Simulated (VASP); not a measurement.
A run of VASP 6.6.1:

The input POSCAR:

```
CuP
1.0
    0.0000000000      2.4395488124      2.4395488124
    2.4395488124      0.0000000000      2.4395488124
    2.4395488124      2.4395488124      0.0000000000
Cu P
1 1
Direct
    0.5000000000      0.5000000000      0.5000000000
    0.0000000000      0.0000000000      0.0000000000
```

File INCAR.step1:

```
SYSTEM = CuP
ALGO     = Normal         ! electronic algorithm
EDIFF    = 1E-4           ! SCF threshold, eV
ENCUT    = 520            ! plane-wave cutoff, eV
GGA      = PE             ! functional
ISMEAR   = 0              ! smearing method
LASPH    = .TRUE.         ! aspherical terms in the spheres
LCHARG   = .FALSE.        ! write CHGCAR
LREAL    = .FALSE.        ! projectors in reciprocal space
LWAVE    = .TRUE.         ! write WAVECAR
NBANDS   = 15             ! bands
NELM     = 60             ! most SCF steps
PREC     = Accurate       ! precision mode
SIGMA    = 0.05           ! smearing width, eV
```

INCAR.step2

```
SYSTEM = CuP
ALGO     = Normal         ! electronic algorithm
EDIFF    = 1E-6           ! SCF threshold, eV
ENCUT    = 520            ! plane-wave cutoff, eV
ISIF     = 2              ! what is computed and relaxed
ISMEAR   = 0              ! smearing method
ISTART   = 1            
LASPH    = .TRUE.         ! aspherical terms in the spheres
LCHARG   = .FALSE.        ! write CHGCAR
LMIXTAU  = .TRUE.       
LREAL    = .FALSE.        ! projectors in reciprocal space
LWAVE    = .FALSE.        ! write WAVECAR
METAGGA  = R2SCAN         ! meta-GGA
NBANDS   = 15             ! bands
NELM     = 60             ! most SCF steps
PREC     = Accurate       ! precision mode
SIGMA    = 0.05           ! smearing width, eV
```

The input KPOINTS:

```
k-points
0
G
  12 12 12
  0 0 0
```

Potentials or basis: VASP PAW PBE potentials, release 64 (Cu, P).

Launch:

```bash
$ cat potpaw_PBE.64/Cu/POTCAR potpaw_PBE.64/P/POTCAR > POTCAR
$ cp INCAR.step1 INCAR
$ mpirun -np 1 vasp_std > vasp.out
$ cp INCAR.step2 INCAR
$ mpirun -np 1 vasp_std > vasp.out
```

Hardware: 1 thread of Intel Xeon 8259CL, with other jobs on the host.

Q: Estimate the wall time of this run.

A: Wall time 3.5 min on 1 thread of Intel Xeon 8259CL, with other jobs on the host, peak memory 0.18 GiB. Counts: k points 72.
